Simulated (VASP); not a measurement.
# Na2HgH4 (P-42m) in VASP: further runs

Runs on Na2HgH4. Level: PBE. Tasks: single point, relaxation of cell and atoms.

Everything below comes from runs of VASP 6.6.1. Logs are shortened: lines on timing, memory, paths and dates and some standing lists are left out, and cuts for length are marked.

## (1) The cell of the first run

The structure is tetragonal, space group P-42m (No. 111). The conventional cell has a = 5.300 Å, b = 5.300 Å, c = 4.436 Å, α = 90.00°, β = 90.00°, γ = 90.00°. Within 3.0 Å of Na (site symmetry 222) lie 4 H at 2.27 Å. Within 2.4 Å of Hg (site symmetry -42m) lie 4 H at 1.82 Å. Within 2.4 Å of H (site symmetry m) lie 1 Hg at 1.82 Å and 2 Na at 2.27 Å.

## (2) Single point, PBE

The input, INCAR:

```
ALGO = Normal
EDIFF = 1E-6
ENCUT = 520
GGA = PE
ISIF = 2
ISMEAR = 0
LASPH = True
LCHARG = False
LREAL = False
LWAVE = False
NBANDS = 24
NELM = 100
PREC = Accurate
SIGMA = 0.02
```

The input, KPOINTS:

```
k-points
0
Gamma
  4 4 6
```

The input, POSCAR:

```
Na2HgH4
1.0
    5.3003298967      0.0000000000      0.0000000000
    0.0000000000      5.3003298967      0.0000000000
    0.0000000000      0.0000000000      4.4358916096
Na Hg H
2 1 4
Direct
    0.0000000000      0.5000000000      0.5000000000
    0.5000000000      0.0000000000      0.5000000000
    0.0000000000      0.0000000000      0.0000000000
    0.7949975539      0.7949975539      0.2196069978
    0.2050024461      0.2050024461      0.2196069978
    0.2050024461      0.7949975539      0.7803930022
    0.7949975539      0.2050024461      0.7803930022
```

Potentials or basis: VASP PAW PBE potentials, release 64 (Na_pv, Hg, H).

Command:

```sh
cat potpaw_PBE.64/Na_pv/POTCAR potpaw_PBE.64/Hg/POTCAR potpaw_PBE.64/H/POTCAR > POTCAR
mpirun -np 1 vasp_std > vasp.out
```

OUTCAR:

```text
EDIFF = 1E-6
   ENCUT = 520
   GGA = PE
   ISIF = 2
   ISMEAR = 0
   LASPH = True
   LREAL = False
   NELM = 100
   PREC = Accurate

 ion  position               nearest neighbor table
   1  0.000  0.500  0.500-
   2  0.500  0.000  0.500-
   3  0.000  0.000  0.000-   4 1.82   6 1.82   7 1.82   5 1.82
   4  0.795  0.795  0.220-   3 1.82
   5  0.205  0.205  0.220-   3 1.82
   6  0.205  0.795  0.780-   3 1.82
   7  0.795  0.205  0.780-   3 1.82

  LATTYP: Found a simple tetragonal cell.
 ALAT       =     5.3003298967
 C/A-ratio  =     0.8369085880

  Lattice vectors:

 A1 = (   5.3003298967,   0.0000000000,   0.0000000000)
 A2 = (   0.0000000000,   5.3003298967,   0.0000000000)
 A3 = (   0.0000000000,   0.0000000000,   4.4358916096)

Analysis of symmetry for initial positions (statically):
=====================================================================
 Subroutine PRICEL returns:
 Original cell was already a primitive cell.

 Routine SETGRP: Setting up the symmetry group for a
 simple tetragonal supercell.

 Subroutine GETGRP returns: Found  8 space group operations
 (whereof  8 operations were pure point group operations)
 out of a pool of 16 trial point group operations.

The static configuration has the point symmetry D_2d.

Analysis of symmetry for dynamics (positions and initial velocities):
=====================================================================
 Subroutine PRICEL returns:
 Original cell was already a primitive cell.

 Routine SETGRP: Setting up the symmetry group for a
 simple tetragonal supercell.

 Subroutine GETGRP returns: Found  8 space group operations
 (whereof  8 operations were pure point group operations)
 out of a pool of 16 trial point group operations.

The dynamic configuration has the point symmetry D_2d.

 Subroutine INISYM returns: Found  8 space group operations
 (whereof  8 operations are pure point group operations),
 and found     1 'primitive' translations

----------------------------------------------------------------------------------------

                                     Primitive cell

  volume of cell :     124.6197

  direct lattice vectors                    reciprocal lattice vectors
     5.300329897  0.000000000  0.000000000     0.188667502  0.000000000  0.000000000
     0.000000000  5.300329897  0.000000000     0.000000000  0.188667502  0.000000000
     0.000000000  0.000000000  4.435891610     0.000000000  0.000000000  0.225433822

  length of vectors
     5.300329897  5.300329897  4.435891610     0.188667502  0.188667502  0.225433822

  position of ions in fractional coordinates (direct lattice)
     0.000000000  0.500000000  0.500000000
     0.500000000  0.000000000  0.500000000
     0.000000000  0.000000000  0.000000000
     0.794997554  0.794997554  0.219606998
     0.205002446  0.205002446  0.219606998
     0.205002446  0.794997554  0.780393002
     0.794997554  0.205002446  0.780393002

  ion indices of the primitive-cell ions
   primitive index   ion index
                 1           1
                 2           2
                 3           3
                 4           4
                 5           5
                 6           6
                 7           7

----------------------------------------------------------------------------------------

 KPOINTS: k-points

Automatic generation of k-mesh.
 Grid dimensions read from file:
 generate k-points for:    4    4    6

 Generating k-lattice:

  Cartesian coordinates                     Fractional coordinates (reciprocal lattice)
     0.047166875  0.000000000  0.000000000     0.250000000  0.000000000  0.000000000
     0.000000000  0.047166875  0.000000000     0.000000000  0.250000000  0.000000000
     0.000000000  0.000000000  0.037572304     0.000000000  0.000000000  0.166666667

  Length of vectors
     0.047166875  0.047166875  0.037572304

  Shift w.r.t. Gamma in fractional coordinates (k-lattice)
     0.000000000  0.000000000  0.000000000

 Subroutine IBZKPT returns following result:
 ===========================================

 Found     24 irreducible k-points:

 Following reciprocal coordinates:
            Coordinates               Weight
  0.000000  0.000000  0.000000      1.000000
  0.250000  0.000000  0.000000      4.000000
  0.500000  0.000000  0.000000      2.000000
  0.250000  0.250000  0.000000      4.000000
  0.500000  0.250000  0.000000      4.000000
  0.500000  0.500000  0.000000      1.000000
[... 16 lines left out ...]
  0.500000  0.250000  0.500000      4.000000
  0.500000  0.500000  0.500000      1.000000
   k-points           NKPTS =     24   k-points in BZ     NKDIM =     24   number of bands    NBANDS=     24
   number of dos      NEDOS =    301   number of ions     NIONS =      7
   total plane-waves  NPLWV =  57600
   dimension x,y,z NGX =    40 NGY =   40 NGZ =   36
   dimension x,y,z NGXF=    80 NGYF=   80 NGZF=   72
   ions per type =               2   1   4
   NGX,Y,Z   is equivalent  to a cutoff of  12.55, 12.55, 13.49 a.u.
   NGXF,Y,Z  is equivalent  to a cutoff of  25.09, 25.09, 26.98 a.u.
 SYSTEM =  unknown system
   PREC   = accura    normal or accurate (medium, high low for compatibility)
   ISTART =      0    job   : 0-new  1-cont  2-samecut
   ICHARG =      2    charge: 1-file 2-atom 10-const
   ISPIN  =      1    spin polarized calculation?
   LNONCOLLINEAR =      F non collinear calculations
   LSORBIT =      F    spin-orbit coupling
   LASPH  =      T    aspherical Exc in radial PAW
   ENCUT  =  520.0 eV  38.22 Ry    6.18 a.u.   9.86  9.86  8.25*2*pi/ulx,y,z
   NELM   =    100;   NELMIN=  2; NELMDL= -5     # of ELM steps
   EDIFF  = 0.1E-05   stopping-criterion for ELM
   LREAL  =      F    real-space projection
   EDIFFG = 0.1E-04   stopping-criterion for IOM
   NSW    =      0    number of steps for IOM
   IBRION =     -1    ionic relax: 0-MD 1-quasi-New 2-CG
   NFREE  =      0    steps in history (QN), initial steepest desc. (CG)
   ISIF   =      2    stress and relaxation
   ISYM   =      2    0-nonsym 1-usesym 2-fastsym
   POTIM  = 0.5000    time-step for ionic-motion
   TEBEG  =    0.0;   TEEND  =   0.0 temperature during run
   PSTRESS=    0.0 pullay stress
   NELECT =      30.0000    total number of electrons
   NUPDOWN=      -1.0000    fix difference up-down
   EMIN   =  10.00;   EMAX   =-10.00  energy-range for DOS
   EFERMI =   0.00;   METHOD = LEGACY
   ISMEAR =     0;   SIGMA  =   0.02  broadening in eV -4-tet -1-fermi 0-gaus
   EFERMI_NEDOS =   21; number of points for ismear=-14 and -15
   IALGO  =     38    algorithm
   IMIX   =      4    mixing-type and parameters
     AMIX     =   0.40;   BMIX     =  1.00
     AMIX_MAG =   1.60;   BMIX_MAG =  1.00
  volume/ion in A,a.u.               =      17.80       120.14
  Fermi-wavevector in a.u.,A,eV,Ry     =   1.018403  1.924503 14.111210  1.037145
  Thomas-Fermi vector in A             =   2.151859
   LORBIT       =      0    0 simple, 1 ext, 2 COOP (PROOUT), +10 PAW based schemes
   GGA     = PE    functional components
   LHFCALC =     F    Hartree Fock is set to
   AEXX    =    0.0000 exact exchange contribution
   IVDW    =     0    specifies the selected vdW correction
   LEPSILON=     F    determine dielectric tensor
   LRPA    =     F    only Hartree local field effects (RPA)
 non-spin polarized calculation
 Gauss-broadening in eV      SIGMA  =   0.02
  energy-cutoff  :      520.00
  volume of cell :      124.62
 maximum number of plane-waves:      3374
 NGX is ok and might be reduce to    40
   NGX = 19   NGY = 19   NGZ = 17

 number of electron      29.9999992 magnetization

 Free energy of the ion-electron system (eV)
  ---------------------------------------------------
  ext. energy  EPLUGINS =         0.00000000
  ---------------------------------------------------
  free energy    TOTEN  =       -16.23518673 eV

  energy without entropy =      -16.23518673  energy(sigma->0) =      -16.23518673

 E-fermi :  -1.2364     XC(G=0):  -7.0702

 val. band max:       -1.3909635145   @ k =   0.2500   0.0000   0.0000
 cond. band min:       1.1924952397   @ k =   0.0000   0.0000   0.0000
 fundamental gap:      2.5834587542
 Fermi energy:        -1.2364461149

 k-point     1 :       0.0000    0.0000    0.0000
  band No.  band energies     occupation
      1     -24.4230      2.00000
      2     -24.4230      2.00000
      3     -24.3749      2.00000
      4     -24.3700      2.00000
      5     -24.3544      2.00000
      6     -24.3544      2.00000
[... 16 lines left out ...]
     23       7.2334      0.00000
     24       7.2334      0.00000

 k-point     2 :       0.2500    0.0000    0.0000
  band No.  band energies     occupation
      1     -24.4225      2.00000
      2     -24.4224      2.00000
      3     -24.3742      2.00000
      4     -24.3707      2.00000
      5     -24.3553      2.00000
      6     -24.3550      2.00000
[... 16 lines left out ...]
     23       7.6011      0.00000
     24       7.9775      0.00000

 k-point     3 :       0.5000    0.0000    0.0000
  band No.  band energies     occupation
      1     -24.4220      2.00000
      2     -24.4217      2.00000
      3     -24.3726      2.00000
      4     -24.3724      2.00000
      5     -24.3563      2.00000
      6     -24.3556      2.00000
[... 16 lines left out ...]
     23       6.8017      0.00000
     24       9.1437      0.00000

 k-point     4 :       0.2500    0.2500    0.0000
  band No.  band energies     occupation
      1     -24.4274      2.00000
      2     -24.4169      2.00000
      3     -24.3737      2.00000
      4     -24.3712      2.00000
      5     -24.3616      2.00000
      6     -24.3496      2.00000
[... 16 lines left out ...]
     23       7.2822      0.00000
     24       7.3395      0.00000

 k-point     5 :       0.5000    0.2500    0.0000
  band No.  band energies     occupation
      1     -24.4293      2.00000
      2     -24.4145      2.00000
      3     -24.3725      2.00000
      4     -24.3724      2.00000
      5     -24.3645      2.00000
      6     -24.3476      2.00000
[... 16 lines left out ...]
     23       7.4991      0.00000
     24       8.0003      0.00000

 k-point     6 :       0.5000    0.5000    0.0000
  band No.  band energies     occupation
      1     -24.4324      2.00000
      2     -24.4114      2.00000
      3     -24.3725      2.00000
      4     -24.3725      2.00000
      5     -24.3682      2.00000
      6     -24.3443      2.00000
[... 16 lines left out ...]
     23       8.5239      0.00000
     24       8.5242      0.00000
[... 379 lines left out ...]
 k-point    21 :       0.5000    0.0000    0.5000
  band No.  band energies     occupation
      1     -24.4217      2.00000
      2     -24.4215      2.00000
      3     -24.3753      2.00000
      4     -24.3752      2.00000
      5     -24.3557      2.00000
      6     -24.3554      2.00000
[... 16 lines left out ...]
     23       6.8420      0.00000
     24       8.8005      0.00000

 k-point    22 :       0.2500    0.2500    0.5000
  band No.  band energies     occupation
      1     -24.4271      2.00000
      2     -24.4167      2.00000
      3     -24.3766      2.00000
      4     -24.3739      2.00000
      5     -24.3611      2.00000
      6     -24.3494      2.00000
[... 16 lines left out ...]
     23       7.9934      0.00000
     24       8.1265      0.00000

 k-point    23 :       0.5000    0.2500    0.5000
  band No.  band energies     occupation
      1     -24.4290      2.00000
      2     -24.4143      2.00000
      3     -24.3752      2.00000
      4     -24.3752      2.00000
      5     -24.3639      2.00000
      6     -24.3474      2.00000
[... 16 lines left out ...]
     23       7.9012      0.00000
     24       9.2195      0.00000

 k-point    24 :       0.5000    0.5000    0.5000
  band No.  band energies     occupation
      1     -24.4321      2.00000
      2     -24.4113      2.00000
      3     -24.3751      2.00000
      4     -24.3751      2.00000
      5     -24.3674      2.00000
      6     -24.3440      2.00000
[... 16 lines left out ...]
     23       8.9776      0.00000
     24      10.7886      0.00000

------------------------ aborting loop because EDIFF is reached ----------------------------------------

  FORCE on cell =-STRESS in cart. coord.  units (eV):
  Direction    XX          YY          ZZ          XY          YZ          ZX
  --------------------------------------------------------------------------------------
  -------------------------------------------------------------------------------------
  Total        0.0408078      0.0408078      0.0207379      0.0000000     -0.0000000      0.0000000
  in kB        0.5246464      0.5246464      0.2666180      0.0000000     -0.0000000      0.0000000
  external PRESSURE =       0.4386370 kB  Pullay stress =       0.0000000 kB

 VOLUME and BASIS-vectors are now :
 -----------------------------------------------------------------------------
  energy-cutoff  :      520.00
  volume of cell :      124.62
      direct lattice vectors                 reciprocal lattice vectors
     5.300329897  0.000000000  0.000000000     0.188667502  0.000000000  0.000000000
     0.000000000  5.300329897  0.000000000     0.000000000  0.188667502  0.000000000
     0.000000000  0.000000000  4.435891610     0.000000000  0.000000000  0.225433822

 POSITION                                       TOTAL-FORCE (eV/Angst)
 -----------------------------------------------------------------------------------
      0.00000      2.65016      2.21795         0.000000      0.000000      0.000000
      2.65016      0.00000      2.21795         0.000000      0.000000      0.000000
      0.00000      0.00000      0.00000         0.000000      0.000000      0.000000
      4.21375      4.21375      0.97415        -0.019922     -0.019922      0.015920
      1.08658      1.08658      0.97415         0.019922      0.019922      0.015920
      1.08658      4.21375      3.46174         0.019922     -0.019922     -0.015920
      4.21375      1.08658      3.46174        -0.019922      0.019922     -0.015920
 -----------------------------------------------------------------------------------
    total drift:                                0.000000      0.000000     -0.000000

  FREE ENERGIE OF THE ION-ELECTRON SYSTEM (eV)
  ---------------------------------------------------
  free  energy   TOTEN  =       -16.2351867315 eV

  energy  without entropy=      -16.2351867315  energy(sigma->0) =      -16.23518673
```

Run time: 62 s. Hardware: 1 thread of Intel Xeon Platinum 8259CL at 2.50GHz (Skylake/Cascade Lake), shared host; peak memory 0.26 GiB.

Results:

* Free energy: -16.2352 eV
* Pressure: 0.0 GPa
* Largest force: 0.032 eV/Å
* Band gap on the k mesh: 2.58 eV, indirect (the least direct gap lies 2.7 meV higher)

Forces in eV/Å, atoms in the order of the input:
```
Na   0.000  0.000  0.000
Na   0.000  0.000  0.000
Hg   0.000  0.000  0.000
H   -0.020 -0.020  0.016
H    0.020  0.020  0.016
H    0.020 -0.020 -0.016
H   -0.020  0.020 -0.016
```

Levels at points of the mesh, in eV from the valence-band top:
```
           k point  band 12  band 13  band 14  band 15  band 16  band 17  band 18  band 19
(0.00, 0.00, 0.00)    -5.65    -1.10    -1.10     0.00     2.58     5.07     6.51     7.43
(0.50, 0.00, 0.00)    -5.57    -2.22    -0.88    -0.01     4.27     5.18     5.75     6.63
(0.50, 0.50, 0.00)    -5.46    -1.84    -1.84    -0.34     3.62     5.46     6.12     6.12
(0.00, 0.00, 0.50)    -5.04    -2.18    -0.62    -0.62     4.53     5.13     5.41     5.41
(0.50, 0.00, 0.50)    -4.92    -1.73    -1.29    -0.75     3.29     4.39     5.06     5.67
(0.50, 0.50, 0.50)    -4.80    -1.39    -1.12    -1.12     2.80     3.47     3.47     3.96
```

Caveat: spin-orbit coupling is left out, which moves the levels of the heavy elements. As with any semilocal functional, this PBE gap is likely too small.

## (3) Relaxation of cell and atoms, PBE

This run uses another cell than the first one, of 17.58 Å³/atom, 0.988 times its volume.

The input, INCAR:

```
SYSTEM = Na2HgH4
ALGO = Normal
EDIFF = 1E-6
EDIFFG = -0.01
ENCUT = 600
GGA = PE
IBRION = 2
ISIF = 3
ISMEAR = 0
LASPH = .True.
LCHARG = .False.
LREAL = .False.
LWAVE = .False.
NELM = 100
NSW = 100
PREC = Accurate
SIGMA = 0.02
```

The input, KPOINTS:

```
k-points
0
Gamma
  4 4 6
  0 0 0
```

The input, POSCAR:

```
Na2HgH4
1.0
    5.2504180481      0.0000000000      0.0000000000
    0.0000000000      5.2504180481      0.0000000000
    0.0000000000      0.0000000000      4.4649731732
Na Hg H
2 1 4
Direct
    0.0000000000      0.5000000000      0.5000000000
    0.5000000000      0.0000000000      0.5000000000
    0.0000000000      0.0000000000      0.0000000000
    0.7932408001      0.7932408001      0.2181584061
    0.2067591999      0.2067591999      0.2181584061
    0.2067591999      0.7932408001      0.7818415939
    0.7932408001      0.2067591999      0.7818415939
```

Potentials or basis: VASP PAW PBE potentials, release 64 (Na_pv, Hg, H).

Command:

```sh
cat potpaw_PBE.64/Na_pv/POTCAR potpaw_PBE.64/Hg/POTCAR potpaw_PBE.64/H/POTCAR > POTCAR
mpirun -np 1 vasp_std > vasp.out
```

Run time: 3.8 min. Hardware: 1 thread of Intel Xeon Platinum 8259CL at 2.50GHz (Skylake/Cascade Lake), shared host; peak memory 0.29 GiB.

Results (log left out):

```yaml
Free_energy: -16.2365 eV
Relaxed_volume: 17.82 Å³/atom
Relaxed_cell: a = 5.302 Å, b = 5.302 Å, c = 4.437 Å, α = 90.00°, β = 90.00°, γ = 90.00°
Space_group_after_relaxing_to_0.05_Å: P-42m (No. 111)
Energy_gained_by_relaxing: 0.3 meV/atom
Ionic_steps: 7
Pressure_after_relaxing: 0.0 GPa
Largest_force_after_relaxing: 0.009 eV/Å
Band_gap_on_the_k_mesh: 2.56 eV, indirect (the least direct gap lies 1.5 meV higher)
```

Forces in eV/Å, atoms in the order of the input:
```
Na   0.000  0.000  0.000
Na   0.000  0.000  0.000
Hg   0.000  0.000  0.000
H    0.002  0.002  0.008
H   -0.002 -0.002  0.008
H   -0.002  0.002 -0.008
H    0.002 -0.002 -0.008
```

Step by step:
| step | energy change (eV) | largest force (eV/Å) | pressure (GPa) | volume (Å³) |
| --- | --- | --- | --- | --- |
| 1 | 0.0000 | 0.0294 | 0.24 | 123.09 |
| 2 | -0.0008 | 0.0063 | 0.11 | 123.56 |
| 3 | -0.0011 | 0.0240 | -0.02 | 124.10 |
| 4 | -0.0014 | 0.0210 | -0.05 | 124.19 |
| 5 | -0.0019 | 0.0124 | -0.02 | 124.45 |
| 6 | -0.0020 | 0.0145 | -0.03 | 124.97 |
| 7 | -0.0021 | 0.0089 | -0.04 | 124.73 |

Final structure:
```
Na Hg H
1.0
     5.30230    0.00000    0.00000
     0.00000    5.30230    0.00000
     0.00000    0.00000    4.43668
Na Hg H
2 1 4
Direct
  0.00000 0.50000 0.50000
  0.50000 0.00000 0.50000
  0.00000 0.00000 0.00000
  0.79391 0.79391 0.21838
  0.20609 0.20609 0.21838
  0.20609 0.79391 0.78162
  0.79391 0.20609 0.78162
```

Levels at points of the mesh, in eV from the valence-band top:
```
           k point  band 11  band 12  band 13  band 14  band 15  band 16  band 17  band 18  band 19
(0.00, 0.00, 0.00)    -5.66    -5.65    -1.12    -1.12     0.00     2.56     5.05     6.51     7.40
(0.50, 0.00, 0.00)    -5.65    -5.58    -2.25    -0.89    -0.01     4.25     5.18     5.73     6.62
(0.50, 0.50, 0.00)    -5.60    -5.46    -1.86    -1.86    -0.35     3.63     5.42     6.10     6.10
(0.00, 0.00, 0.50)    -5.64    -5.03    -2.17    -0.65    -0.65     4.49     5.13     5.40     5.40
(0.50, 0.00, 0.50)    -5.59    -4.91    -1.72    -1.32    -0.78     3.28     4.36     5.06     5.60
(0.50, 0.50, 0.50)    -5.58    -4.79    -1.38    -1.15    -1.15     2.78     3.47     3.47     3.91
```

Caveat: spin-orbit coupling is left out, which moves the levels of the heavy elements. A k mesh can miss the band edges.
